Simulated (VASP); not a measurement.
# Li5Ge (P4/mmm) in VASP: notebook

The runs below take Li5Ge through single point, relaxation of cell and atoms, with PBE.

All numbers are computed with VASP 6.6.1; they aren't measurements. Logs are shortened: lines on timing, memory, paths and dates and some standing lists are left out, and cuts for length are marked.

### Step 1. The cell of the first run

The structure is tetragonal, space group P4/mmm (No. 123). The conventional cell has a = 3.972 Å, b = 3.972 Å, c = 6.676 Å, α = 90.00°, β = 90.00°, γ = 90.00°. Within 3.7 Å of Li (site symmetry 2mm) lie 7 Li at 2.78 to 2.81 Å and 2 Ge at 2.78 Å. Li (site symmetry 4/mmm) has 8 Li at 2.78 Å and 4 Ge at 2.81 Å within 3.7 Å. Ge (site symmetry 4/mmm) has 12 Li at 2.78 to 2.81 Å within 3.7 Å.

### Step 2. Single point, PBE

The input, INCAR:

```
PREC     = Accurate       # precision mode
ENCUT    = 520            # plane-wave cutoff, eV
EDIFF    = 1E-6           # SCF threshold, eV
ISMEAR   = 0              # smearing method
SIGMA    = 0.1            # smearing width, eV
LREAL    = False          # projectors in reciprocal space
LASPH    = True           # aspherical terms in the spheres
NELM     = 100            # most SCF steps
ALGO     = Normal         # electronic algorithm
ISIF     = 2              # what is computed and relaxed
LWAVE    = False          # write WAVECAR
LCHARG   = True           # write CHGCAR
GGA      = PE             # functional
LELF     = True           # ELF
LVHAR    = True         
NBANDS   = 24             # bands
```

The input, KPOINTS:

```
Automatic mesh
0
Gamma
  10 10 6
```

The input, POSCAR:

```
Li5Ge
1.0
    3.9718295628      0.0000000000      0.0000000000
    0.0000000000      3.9718295628      0.0000000000
    0.0000000000      0.0000000000      6.6757285665
Li Ge
5 1
Direct
    0.0000000000      0.5000000000      0.2090760372
    0.5000000000      0.0000000000      0.2090760372
    0.0000000000      0.5000000000      0.7909239628
    0.5000000000      0.0000000000      0.7909239628
    0.5000000000      0.5000000000      0.5000000000
    0.0000000000      0.0000000000      0.5000000000
```

Potentials or basis: VASP PAW PBE potentials, release 64 (Li_sv, Ge_d).

Launch:

```bash
$ cat potpaw_PBE.64/Li_sv/POTCAR potpaw_PBE.64/Ge_d/POTCAR > POTCAR
$ mpirun -np 1 vasp_std > vasp.out
```

OUTCAR:

```text
PREC = Accurate
   ENCUT = 520
   EDIFF = 1E-6
   ISMEAR = 0
   LREAL = False
   LASPH = True
   NELM = 100
   ISIF = 2
   GGA = PE

 ion  position               nearest neighbor table
   1  0.000  0.500  0.209-
   2  0.500  0.000  0.209-
   3  0.000  0.500  0.791-
   4  0.500  0.000  0.791-
   5  0.500  0.500  0.500-
   6  0.000  0.000  0.500-

  LATTYP: Found a simple tetragonal cell.
 ALAT       =     3.9718295628
 C/A-ratio  =     1.6807691420

  Lattice vectors:

 A1 = (   3.9718295628,   0.0000000000,   0.0000000000)
 A2 = (   0.0000000000,   3.9718295628,   0.0000000000)
 A3 = (   0.0000000000,   0.0000000000,   6.6757285665)

Analysis of symmetry for initial positions (statically):
=====================================================================
 Subroutine PRICEL returns:
 Original cell was already a primitive cell.

 Routine SETGRP: Setting up the symmetry group for a
 simple tetragonal supercell.

 Subroutine GETGRP returns: Found 16 space group operations
 (whereof 16 operations were pure point group operations)
 out of a pool of 16 trial point group operations.

The static configuration has the point symmetry D_4h.

Analysis of symmetry for dynamics (positions and initial velocities):
=====================================================================
 Subroutine PRICEL returns:
 Original cell was already a primitive cell.

 Routine SETGRP: Setting up the symmetry group for a
 simple tetragonal supercell.

 Subroutine GETGRP returns: Found 16 space group operations
 (whereof 16 operations were pure point group operations)
 out of a pool of 16 trial point group operations.

The dynamic configuration has the point symmetry D_4h.

 Subroutine INISYM returns: Found 16 space group operations
 (whereof 16 operations are pure point group operations),
 and found     1 'primitive' translations

----------------------------------------------------------------------------------------

                                     Primitive cell

  volume of cell :     105.3125

  direct lattice vectors                    reciprocal lattice vectors
     3.971829563  0.000000000  0.000000000     0.251773140  0.000000000  0.000000000
     0.000000000  3.971829563  0.000000000     0.000000000  0.251773140  0.000000000
     0.000000000  0.000000000  6.675728567     0.000000000  0.000000000  0.149796384

  length of vectors
     3.971829563  3.971829563  6.675728567     0.251773140  0.251773140  0.149796384

  position of ions in fractional coordinates (direct lattice)
     0.000000000  0.500000000  0.209076037
     0.500000000  0.000000000  0.209076037
     0.000000000  0.500000000  0.790923963
     0.500000000  0.000000000  0.790923963
     0.500000000  0.500000000  0.500000000
     0.000000000  0.000000000  0.500000000

  ion indices of the primitive-cell ions
   primitive index   ion index
                 1           1
                 2           2
                 3           3
                 4           4
                 5           5
                 6           6

----------------------------------------------------------------------------------------

 KPOINTS: Automatic mesh

Automatic generation of k-mesh.
 Grid dimensions read from file:
 generate k-points for:   10   10    6

 Generating k-lattice:

  Cartesian coordinates                     Fractional coordinates (reciprocal lattice)
     0.025177314  0.000000000  0.000000000     0.100000000  0.000000000  0.000000000
     0.000000000  0.025177314  0.000000000     0.000000000  0.100000000  0.000000000
     0.000000000  0.000000000  0.024966064     0.000000000  0.000000000  0.166666667

  Length of vectors
     0.025177314  0.025177314  0.024966064

  Shift w.r.t. Gamma in fractional coordinates (k-lattice)
     0.000000000  0.000000000  0.000000000

 Subroutine IBZKPT returns following result:
 ===========================================

 Found     84 irreducible k-points:

 Following reciprocal coordinates:
            Coordinates               Weight
  0.000000  0.000000  0.000000      1.000000
  0.100000  0.000000  0.000000      4.000000
  0.200000  0.000000  0.000000      4.000000
  0.300000  0.000000  0.000000      4.000000
  0.400000  0.000000  0.000000      4.000000
  0.500000  0.000000  0.000000      2.000000
[... 16 lines left out ...]
  0.100000  0.000000  0.166667      8.000000
  0.200000  0.000000  0.166667      8.000000
 [... further k-points ...]
   k-points           NKPTS =     84   k-points in BZ     NKDIM =     84   number of bands    NBANDS=     24
   number of dos      NEDOS =    301   number of ions     NIONS =      6
   total plane-waves  NPLWV =  45000
   dimension x,y,z NGX =    30 NGY =   30 NGZ =   50
   dimension x,y,z NGXF=    60 NGYF=   60 NGZF=  100
   ions per type =               5   1
   NGX,Y,Z   is equivalent  to a cutoff of  12.56, 12.56, 12.45 a.u.
   NGXF,Y,Z  is equivalent  to a cutoff of  25.11, 25.11, 24.90 a.u.
 SYSTEM =  unknown system
   PREC   = accura    normal or accurate (medium, high low for compatibility)
   ISTART =      0    job   : 0-new  1-cont  2-samecut
   ICHARG =      2    charge: 1-file 2-atom 10-const
   ISPIN  =      1    spin polarized calculation?
   LNONCOLLINEAR =      F non collinear calculations
   LSORBIT =      F    spin-orbit coupling
   LASPH  =      T    aspherical Exc in radial PAW
   ENCUT  =  520.0 eV  38.22 Ry    6.18 a.u.   7.38  7.38 12.41*2*pi/ulx,y,z
   NELM   =    100;   NELMIN=  2; NELMDL= -5     # of ELM steps
   EDIFF  = 0.1E-05   stopping-criterion for ELM
   LREAL  =      F    real-space projection
   EDIFFG = 0.1E-04   stopping-criterion for IOM
   NSW    =      0    number of steps for IOM
   IBRION =     -1    ionic relax: 0-MD 1-quasi-New 2-CG
   NFREE  =      0    steps in history (QN), initial steepest desc. (CG)
   ISIF   =      2    stress and relaxation
   ISYM   =      2    0-nonsym 1-usesym 2-fastsym
   POTIM  = 0.5000    time-step for ionic-motion
   TEBEG  =    0.0;   TEEND  =   0.0 temperature during run
   PSTRESS=    0.0 pullay stress
   NELECT =      29.0000    total number of electrons
   NUPDOWN=      -1.0000    fix difference up-down
   EMIN   =  10.00;   EMAX   =-10.00  energy-range for DOS
   EFERMI =   0.00;   METHOD = LEGACY
   ISMEAR =     0;   SIGMA  =   0.10  broadening in eV -4-tet -1-fermi 0-gaus
   EFERMI_NEDOS =   21; number of points for ismear=-14 and -15
   IALGO  =     38    algorithm
   IMIX   =      4    mixing-type and parameters
     AMIX     =   0.40;   BMIX     =  1.00
     AMIX_MAG =   1.60;   BMIX_MAG =  1.00
  volume/ion in A,a.u.               =      17.55       118.45
  Fermi-wavevector in a.u.,A,eV,Ry     =   1.065077  2.012703 15.434290  1.134388
  Thomas-Fermi vector in A             =   2.200616
   LORBIT       =      0    0 simple, 1 ext, 2 COOP (PROOUT), +10 PAW based schemes
   GGA     = PE    functional components
   LHFCALC =     F    Hartree Fock is set to
   AEXX    =    0.0000 exact exchange contribution
   IVDW    =     0    specifies the selected vdW correction
   LEPSILON=     F    determine dielectric tensor
   LRPA    =     F    only Hartree local field effects (RPA)
 non-spin polarized calculation
 Gauss-broadening in eV      SIGMA  =   0.10
  energy-cutoff  :      520.00
  volume of cell :      105.31
 maximum number of plane-waves:      2873
 NGX is ok and might be reduce to    30
   NGX = 15   NGY = 15   NGZ = 25

 number of electron      28.9999943 magnetization

 Free energy of the ion-electron system (eV)
  ---------------------------------------------------
  ext. energy  EPLUGINS =         0.00000000
  ---------------------------------------------------
  free energy    TOTEN  =       -14.95111313 eV

  energy without entropy =      -14.94000387  energy(sigma->0) =      -14.94555850

 E-fermi :   1.7873     XC(G=0):  -8.0655

 val. band max:        1.7722542792   @ k =   0.3000   0.2000   0.5000
 cond. band min:       1.7914440221   @ k =   0.5000   0.1000   0.0000
 fundamental gap:      0.0191897429
 Fermi energy:         1.7872627217

 k-point     1 :       0.0000    0.0000    0.0000
  band No.  band energies     occupation
      1     -44.5153      2.00000
      2     -44.5056      2.00000
      3     -44.4830      2.00000
      4     -44.4752      2.00000
      5     -44.1951      2.00000
      6     -21.9496      2.00000
[... 16 lines left out ...]
     23       8.4551      0.00000
     24       8.7791      0.00000

 k-point     2 :       0.1000    0.0000    0.0000
  band No.  band energies     occupation
      1     -44.5145      2.00000
      2     -44.5049      2.00000
      3     -44.4837      2.00000
      4     -44.4758      2.00000
      5     -44.1951      2.00000
      6     -21.9492      2.00000
[... 16 lines left out ...]
     23       8.7097      0.00000
     24       8.9412      0.00000

 k-point     3 :       0.2000    0.0000    0.0000
  band No.  band energies     occupation
      1     -44.5121      2.00000
      2     -44.5026      2.00000
      3     -44.4858      2.00000
      4     -44.4779      2.00000
      5     -44.1951      2.00000
      6     -21.9496      2.00000
[... 16 lines left out ...]
     23       8.9542      0.00000
     24       9.0123      0.00000

 k-point     4 :       0.3000    0.0000    0.0000
  band No.  band energies     occupation
      1     -44.5084      2.00000
      2     -44.4992      2.00000
      3     -44.4892      2.00000
      4     -44.4812      2.00000
      5     -44.1951      2.00000
      6     -21.9502      2.00000
[... 16 lines left out ...]
     23       8.4959      0.00000
     24       9.0717      0.00000

 k-point     5 :       0.4000    0.0000    0.0000
  band No.  band energies     occupation
      1     -44.5037      2.00000
      2     -44.4949      2.00000
      3     -44.4937      2.00000
      4     -44.4854      2.00000
      5     -44.1952      2.00000
      6     -21.9507      2.00000
[... 451 lines left out ...]
 k-point    22 :       0.0000    0.0000    0.1667
  band No.  band energies     occupation
      1     -44.5151      2.00000
      2     -44.5059      2.00000
      3     -44.4829      2.00000
      4     -44.4752      2.00000
      5     -44.1951      2.00000
      6     -21.9496      2.00000
[... 16 lines left out ...]
     23       7.8405      0.00000
     24       9.1323      0.00000

 k-point    23 :       0.1000    0.0000    0.1667
  band No.  band energies     occupation
      1     -44.5143      2.00000
      2     -44.5051      2.00000
      3     -44.4837      2.00000
      4     -44.4759      2.00000
      5     -44.1951      2.00000
      6     -21.9492      2.00000
[... 16 lines left out ...]
     23       8.1362      0.00000
     24       9.2168      0.00000

 k-point    24 :       0.2000    0.0000    0.1667
  band No.  band energies     occupation
      1     -44.5119      2.00000
      2     -44.5029      2.00000
      3     -44.4858      2.00000
      4     -44.4780      2.00000
      5     -44.1951      2.00000
      6     -21.9496      2.00000
[... 16 lines left out ...]
     23       8.9835      0.00000
     24       9.1957      0.00000

 [... further k-points ...]
[... 5 lines left out ...]
  --------------------------------------------------------------------------------------
  -------------------------------------------------------------------------------------
  Total       -0.1071285     -0.1071285     -0.1082101      0.0000000      0.0000000      0.0000000
  in kB       -1.6298052     -1.6298052     -1.6462607      0.0000000      0.0000000      0.0000000
  external PRESSURE =      -1.6352904 kB  Pullay stress =       0.0000000 kB

 VOLUME and BASIS-vectors are now :
 -----------------------------------------------------------------------------
  energy-cutoff  :      520.00
  volume of cell :      105.31
      direct lattice vectors                 reciprocal lattice vectors
     3.971829563  0.000000000  0.000000000     0.251773140  0.000000000  0.000000000
     0.000000000  3.971829563  0.000000000     0.000000000  0.251773140  0.000000000
     0.000000000  0.000000000  6.675728567     0.000000000  0.000000000  0.149796384

 POSITION                                       TOTAL-FORCE (eV/Angst)
 -----------------------------------------------------------------------------------
      0.00000      1.98591      1.39573         0.000000     -0.000000      0.002238
      1.98591      0.00000      1.39573        -0.000000      0.000000      0.002238
      0.00000      1.98591      5.27999         0.000000     -0.000000     -0.002238
      1.98591      0.00000      5.27999         0.000000      0.000000     -0.002238
      1.98591      1.98591      3.33786         0.000000      0.000000      0.000000
      0.00000      0.00000      3.33786         0.000000      0.000000      0.000000
 -----------------------------------------------------------------------------------
    total drift:                                0.000000      0.000000      0.000000

  FREE ENERGIE OF THE ION-ELECTRON SYSTEM (eV)
  ---------------------------------------------------
  free  energy   TOTEN  =       -14.9511131321 eV

  energy  without entropy=      -14.9400038684  energy(sigma->0) =      -14.94555850
```

It took 2.3 min on 1 thread of AMD EPYC 7R43 (Zen 3), shared host; peak memory 0.28 GiB.

What came out:

| Item | Value |
| --- | --- |
| Free energy | -14.9511 eV |

Forces in eV/Å, atoms in the order of the input:
```
Li   0.000  0.000  0.002
Li   0.000  0.000  0.002
Li   0.000  0.000 -0.002
Li   0.000  0.000 -0.002
Li   0.000  0.000  0.000
Ge   0.000  0.000  0.000
```

Caveat: the cutoff is under 1.25 times the usual one of these potentials, so pressure, stress and relaxed cells hold a basis-set (Pulay) error.

(Continued in part 2 of 2.)
